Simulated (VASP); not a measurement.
# HOs (P-6m2) in VASP: notebook

Runs on HOs. Level: PBE. Tasks: single point, relaxation of cell and atoms.

All numbers are computed with VASP 6.6.1; they aren't measurements. Logs are shortened: lines on timing, memory, paths and dates and some standing lists are left out, and cuts for length are marked.

## 1. The cell of the first run

It takes space group P-6m2 (No. 187, hexagonal). The conventional cell has a = 2.694 Å, b = 2.694 Å, c = 2.853 Å, α = 90.00°, β = 90.00°, γ = 120.00°. Within 2.8 Å of H (site symmetry -6m2) lie 6 Os at 2.11 Å and 6 H at 2.69 Å. Within 2.8 Å of Os (site symmetry -6m2) lie 6 H at 2.11 Å and 6 Os at 2.69 Å.

## 2. Single point, PBE

File INCAR:

```
SYSTEM = HOs
ALGO     = Normal         ! electronic algorithm
EDIFF    = 1E-7           ! SCF threshold, eV
ENCUT    = 520            ! plane-wave cutoff, eV
GGA      = PE             ! functional
ISIF     = 2              ! what is computed and relaxed
ISMEAR   = 0              ! smearing method
LASPH    = .True.         ! aspherical terms in the spheres
LCHARG   = .False.        ! write CHGCAR
LREAL    = .False.        ! projectors in reciprocal space
LWAVE    = .False.        ! write WAVECAR
NBANDS   = 12             ! bands
NELM     = 100            ! most SCF steps
PREC     = Accurate       ! precision mode
SIGMA    = 0.1            ! smearing width, eV
```

File KPOINTS:

```
k-points
0
Gamma
  6 6 6
  0 0 0
```

File POSCAR:

```
HOs
1.0
    2.6944084042      0.0000000000      0.0000000000
   -1.3472042021      2.3334261262      0.0000000000
    0.0000000000      0.0000000000      2.8533180786
H Os
1 1
Direct
    0.0000000000      0.0000000000      0.0000000000
    0.6666666667      0.3333333333      0.5000000000
```

Potentials or basis: VASP PAW PBE potentials, release 64 (H, Os).

Launch:

```console
cat potpaw_PBE.64/H/POTCAR potpaw_PBE.64/Os/POTCAR > POTCAR
mpirun -np 1 vasp_std > vasp.out
```

OUTCAR:

```text
SYSTEM = HOs
   EDIFF = 1E-7
   ENCUT = 520
   GGA = PE
   ISIF = 2
   ISMEAR = 0
   LASPH = .True.
   LREAL = .False.
   NELM = 100
   PREC = Accurate

 ion  position               nearest neighbor table
   1  0.000  0.000  0.000-   2 2.11   2 2.11   2 2.11   2 2.11   2 2.11   2 2.11
   2  0.667  0.333  0.500-   1 2.11   1 2.11   1 2.11   1 2.11   1 2.11   1 2.11

  LATTYP: Found a hexagonal cell.
 ALAT       =     2.6944084042
 C/A-ratio  =     1.0589775752

  Lattice vectors:

 A1 = (   2.6944084042,   0.0000000000,   0.0000000000)
 A2 = (  -1.3472042021,   2.3334261262,   0.0000000000)
 A3 = (   0.0000000000,   0.0000000000,   2.8533180786)

Analysis of symmetry for initial positions (statically):
=====================================================================
 Subroutine PRICEL returns:
 Original cell was already a primitive cell.

 Routine SETGRP: Setting up the symmetry group for a
 hexagonal supercell.

 Subroutine GETGRP returns: Found 12 space group operations
 (whereof 12 operations were pure point group operations)
 out of a pool of 24 trial point group operations.

The static configuration has the point symmetry D_3h.

Analysis of symmetry for dynamics (positions and initial velocities):
=====================================================================
 Subroutine PRICEL returns:
 Original cell was already a primitive cell.

 Routine SETGRP: Setting up the symmetry group for a
 hexagonal supercell.

 Subroutine GETGRP returns: Found 12 space group operations
 (whereof 12 operations were pure point group operations)
 out of a pool of 24 trial point group operations.

The dynamic configuration has the point symmetry D_3h.

 Subroutine INISYM returns: Found 12 space group operations
 (whereof 12 operations are pure point group operations),
 and found     1 'primitive' translations

----------------------------------------------------------------------------------------

                                     Primitive cell

  volume of cell :      17.9394

  direct lattice vectors                    reciprocal lattice vectors
     2.694408404  0.000000000  0.000000000     0.371138985  0.214277193  0.000000000
    -1.347204202  2.333426126  0.000000000     0.000000000  0.428554386  0.000000000
     0.000000000  0.000000000  2.853318079     0.000000000  0.000000000  0.350469163

  length of vectors
     2.694408404  2.694408404  2.853318079     0.428554386  0.428554386  0.350469163

  position of ions in fractional coordinates (direct lattice)
     0.000000000  0.000000000  0.000000000
[... 83 lines left out ...]
   NFREE  =      0    steps in history (QN), initial steepest desc. (CG)
   ISIF   =      2    stress and relaxation
   ISYM   =      2    0-nonsym 1-usesym 2-fastsym
   POTIM  = 0.5000    time-step for ionic-motion
   TEBEG  =    0.0;   TEEND  =   0.0 temperature during run
   PSTRESS=    0.0 pullay stress
   NELECT =       9.0000    total number of electrons
   NUPDOWN=      -1.0000    fix difference up-down
   EMIN   =  10.00;   EMAX   =-10.00  energy-range for DOS
   EFERMI =   0.00;   METHOD = LEGACY
   ISMEAR =     0;   SIGMA  =   0.10  broadening in eV -4-tet -1-fermi 0-gaus
   EFERMI_NEDOS =   21; number of points for ismear=-14 and -15
   IALGO  =     38    algorithm
   IMIX   =      4    mixing-type and parameters
     AMIX     =   0.40;   BMIX     =  1.00
     AMIX_MAG =   1.60;   BMIX_MAG =  1.00
  volume/ion in A,a.u.               =       8.97        60.53
  Fermi-wavevector in a.u.,A,eV,Ry     =   1.300828  2.458208 23.023135  1.692153
  Thomas-Fermi vector in A             =   2.432001
   LORBIT       =      0    0 simple, 1 ext, 2 COOP (PROOUT), +10 PAW based schemes
   GGA     = PE    functional components
   LHFCALC =     F    Hartree Fock is set to
   AEXX    =    0.0000 exact exchange contribution
   IVDW    =     0    specifies the selected vdW correction
   LEPSILON=     F    determine dielectric tensor
   LRPA    =     F    only Hartree local field effects (RPA)
 non-spin polarized calculation
 Gauss-broadening in eV      SIGMA  =   0.10
  energy-cutoff  :      520.00
  volume of cell :       17.94
 maximum number of plane-waves:       492
 NGX is ok and might be reduce to    20
   NGX =  9   NGY =  9   NGZ = 11

 number of electron       9.0000000 magnetization

 Free energy of the ion-electron system (eV)
  ---------------------------------------------------
  ext. energy  EPLUGINS =         0.00000000
  ---------------------------------------------------
  free energy    TOTEN  =       -13.11401947 eV

  energy without entropy =      -13.10955039  energy(sigma->0) =      -13.11178493

 E-fermi :   7.3688     XC(G=0): -13.1648

 val. band max:        7.2295042254   @ k =   0.3333   0.1667   0.3333
 cond. band min:       7.3997157951   @ k =   0.0000   0.0000   0.5000
 fundamental gap:      0.1702115697
 Fermi energy:         7.3687957896

 k-point     1 :       0.0000    0.0000    0.0000
  band No.  band energies     occupation
      1      -4.4592      2.00000
      2       1.9049      2.00000
      3       4.8927      2.00000
      4       4.8927      2.00000
      5       9.0208      0.00000
      6       9.0208      0.00000
      7      15.9339      0.00000
      8      17.2128      0.00000
      9      23.9030      0.00000
     10      27.2975      0.00000
     11      27.2975      0.00000
     12      32.1775      0.00000
[... 331 lines left out ...]
 k-point    24 :       0.3333    0.0000    0.5000
  band No.  band energies     occupation
      1      -0.5975      2.00000
      2       1.9648      2.00000
      3       6.3655      2.00000
      4       6.5688      2.00000
      5       8.3470      0.00000
      6       8.7249      0.00000
      7      11.3395      0.00000
      8      16.4376      0.00000
      9      23.7361      0.00000
     10      24.1043      0.00000
     11      29.1212      0.00000
     12      29.4615      0.00000

 [... further k-points ...]
[... 5 lines left out ...]
  --------------------------------------------------------------------------------------
  -------------------------------------------------------------------------------------
  Total        0.0095129      0.0095129      0.0258708      0.0000000      0.0000000      0.0000000
  in kB        0.8496061      0.8496061      2.3105364      0.0000000      0.0000000      0.0000000
  external PRESSURE =       1.3365828 kB  Pullay stress =       0.0000000 kB

 VOLUME and BASIS-vectors are now :
 -----------------------------------------------------------------------------
  energy-cutoff  :      520.00
  volume of cell :       17.94
      direct lattice vectors                 reciprocal lattice vectors
     2.694408404  0.000000000  0.000000000     0.371138985  0.214277193  0.000000000
    -1.347204202  2.333426126  0.000000000     0.000000000  0.428554386  0.000000000
     0.000000000  0.000000000  2.853318079     0.000000000  0.000000000  0.350469163

 POSITION                                       TOTAL-FORCE (eV/Angst)
 -----------------------------------------------------------------------------------
      0.00000      0.00000      0.00000        -0.000000      0.000000      0.000000
      1.34720      0.77781      1.42666         0.000000     -0.000000      0.000000
 -----------------------------------------------------------------------------------
    total drift:                                0.000000     -0.000000      0.000000

  FREE ENERGIE OF THE ION-ELECTRON SYSTEM (eV)
  ---------------------------------------------------
  free  energy   TOTEN  =       -13.1140194703 eV

  energy  without entropy=      -13.1095503911  energy(sigma->0) =      -13.11178493
```

It took 3 s on 1 thread of Intel Xeon 6975P-C (Granite Rapids), shared host; peak memory 0.13 GiB.

Results:

```
Free energy : -13.1140 eV
Pressure    : 0.1 GPa
```

Caveat: the k points lie up to 0.45 Å⁻¹ apart; spin-orbit coupling is left out, which moves the levels of the heavy elements.

## 3. Relaxation of cell and atoms, PBE

This run uses another cell than the first one, of 8.75 Å³/atom, 0.976 times its volume.

File INCAR:

```
PREC     = Accurate       # precision mode
ENCUT    = 600            # plane-wave cutoff, eV
EDIFF    = 1E-6           # SCF threshold, eV
ISMEAR   = 0              # smearing method
SIGMA    = 0.1            # smearing width, eV
LREAL    = False          # projectors in reciprocal space
LASPH    = True           # aspherical terms in the spheres
NELM     = 60             # most SCF steps
ALGO     = Normal         # electronic algorithm
ISIF     = 3              # what is computed and relaxed
LWAVE    = False          # write WAVECAR
LCHARG   = False          # write CHGCAR
GGA      = PE             # functional
IBRION   = 2              # ionic algorithm
NSW      = 90             # ionic steps
EDIFFG   = -0.04          # ionic threshold
```

File KPOINTS:

```
regular mesh
0
Gamma
  6 6 6
```

File POSCAR:

```
HOs
1.0
    2.7468653582      0.0000000000      0.0000000000
   -1.3734326791      2.3788551810      0.0000000000
    0.0000000000      0.0000000000      2.6791512674
H Os
1 1
Direct
    0.0000000000      0.0000000000      0.0000000000
    0.6666666667      0.3333333333      0.5000000000
```

Potentials or basis: VASP PAW PBE potentials, release 64 (H, Os).

Launch:

```console
cat potpaw_PBE.64/H/POTCAR potpaw_PBE.64/Os/POTCAR > POTCAR
mpirun -np 1 vasp_std > vasp.out
```

Run time: 8.4 s. Hardware: 1 thread of Intel Xeon 6975P-C (Granite Rapids), shared host; peak memory 0.14 GiB.

It converged, with:

| Item | Value |
| --- | --- |
| Free energy | -13.1147 eV |
| Relaxed volume | 8.97 Å³/atom |
| Relaxed cell | a = 2.695 Å, b = 2.695 Å, c = 2.851 Å, α = 90.00°, β = 90.00°, γ = 120.00° |
| Space group after relaxing (to 0.05 Å) | P-6m2 (No. 187) |
| Energy gained by relaxing | 36.6 meV/atom |
| Ionic steps | 5 |
| Pressure after relaxing | 0.2 GPa |

Stress tensor (GPa, compression positive):
```
0.07 0.00 0.00
0.00 0.07 0.00
0.00 0.00 0.46
```

Step by step:
```
step  energy change (eV)  largest force (eV/Å)  pressure (GPa)  volume (Å³)
   1              0.0000                0.0000            5.57        17.51
   2             -0.0646                0.0000           -5.57        18.26
   3             -0.0646                0.0000           -5.47        18.25
   4             -0.0622                0.0000            7.24        17.60
   5             -0.0731                0.0000            0.20        17.94
```

Final structure:
```
H Os
1.0
     2.69540    0.00000    0.00000
    -1.34770    2.33428    0.00000
     0.00000    0.00000    2.85120
H Os
1 1
Direct
  0.00000 0.00000 0.00000
  0.66667 0.33333 0.50000
```

Levels at points of the mesh, in eV from the Fermi level:
| k point | band 1 | band 2 | band 3 | band 4 | band 5 | band 6 | band 7 | band 8 |
| --- | --- | --- | --- | --- | --- | --- | --- | --- |
| (0.00, 0.00, 0.00) | -11.83 | -5.46 | -2.47 | -2.47 | 1.66 | 1.66 | 8.56 | 9.87 |
| (0.50, 0.00, 0.00) | -8.01 | -4.23 | -3.40 | -2.31 | 0.82 | 2.91 | 6.75 | 10.90 |
| (0.00, 0.00, 0.50) | -7.34 | -6.99 | -2.08 | -2.08 | 0.03 | 0.03 | 3.50 | 14.13 |
| (0.50, 0.00, 0.50) | -8.23 | -5.79 | -1.31 | 0.99 | 2.91 | 3.04 | 3.82 | 9.04 |

Caveat: the k points lie up to 0.45 Å⁻¹ apart in the final cell; spin-orbit coupling is left out, which moves the levels of the heavy elements.

## 4. Single point, PBE

This run uses another cell than the first one, of 8.89 Å³/atom, 0.991 times its volume.

File INCAR:

```
  PREC = Accurate
  ENCUT = 520
  EDIFF = 1E-6
  ISMEAR = 0
  SIGMA = 0.1
  LREAL = F
  LASPH = T
  NELM = 60
  ALGO = Normal
  ISIF = 2
  LWAVE = F
  LCHARG = F
  GGA = PE
  NBANDS = 12
```

File KPOINTS:

```
regular mesh
0
Gamma
  24 24 20
```

File POSCAR:

```
HOs
1.0
    2.7211767084      0.0000000000      0.0000000000
   -1.3605883542      2.3566081577      0.0000000000
    0.0000000000      0.0000000000      2.7711421080
H Os
1 1
Direct
    0.0000000000      0.0000000000      0.0000000000
    0.6666666667      0.3333333333      0.5000000000
```

Launch:

```console
cat potpaw_PBE.64/H/POTCAR potpaw_PBE.64/Os/POTCAR > POTCAR
mpirun -np 1 vasp_std > vasp.out
```

Wall time 47 s (1 thread of Intel Xeon 6975P-C (Granite Rapids), shared host); peak memory 0.26 GiB.

Results (log left out):

```yaml
Free_energy: -13.1402 eV
Pressure: 0.4 GPa
```

Levels at points of the mesh, in eV from the Fermi level:
```csv
k point,band 2,band 3,band 4,band 5,band 6,band 7
"(0.00, 0.00, 0.00)",-5.54,-2.54,-2.54,1.68,1.68,8.18
"(0.50, 0.00, 0.00)",-4.49,-3.71,-1.99,0.91,2.70,6.46
"(0.00, 0.00, 0.50)",-7.04,-2.04,-2.04,-0.35,-0.35,4.24
"(0.50, 0.00, 0.50)",-5.64,-1.66,0.87,2.88,3.16,3.82
```

Caveat: spin-orbit coupling is left out, which moves the levels of the heavy elements.

## 5. The runs side by side

| task | cell | k mesh | cutoff (eV) | gap on the mesh (eV) | pressure (GPa) |
| --- | --- | --- | --- | --- | --- |
| single point | a = 2.694, b = 2.694, c = 2.853 Å, angles 90.0, 90.0, 120.0°, 2 atoms | 6 × 6 × 6 | 520 | none | 0.1 |
| relaxation of cell and atoms | relaxed from a = 2.747, b = 2.747, c = 2.679 Å, angles 90.0, 90.0, 120.0°, 2 atoms | 6 × 6 × 6 | 600 | none | 0.2 |
| single point | a = 2.721, b = 2.721, c = 2.771 Å, angles 90.0, 90.0, 120.0°, 2 atoms | 24 × 24 × 20 | 520 | none | 0.4 |

Alike in all rows: level PBE; potentials or basis VASP PAW PBE potentials, release 64 (H, Os); no spin polarisation; smearing gaussian 0.1 eV.

Caveats: some runs use coarse meshes; spin-orbit coupling is left out, which moves the levels of the heavy elements.

Total energies depend on the potentials used, so only differences within one code and one set of settings carry meaning.
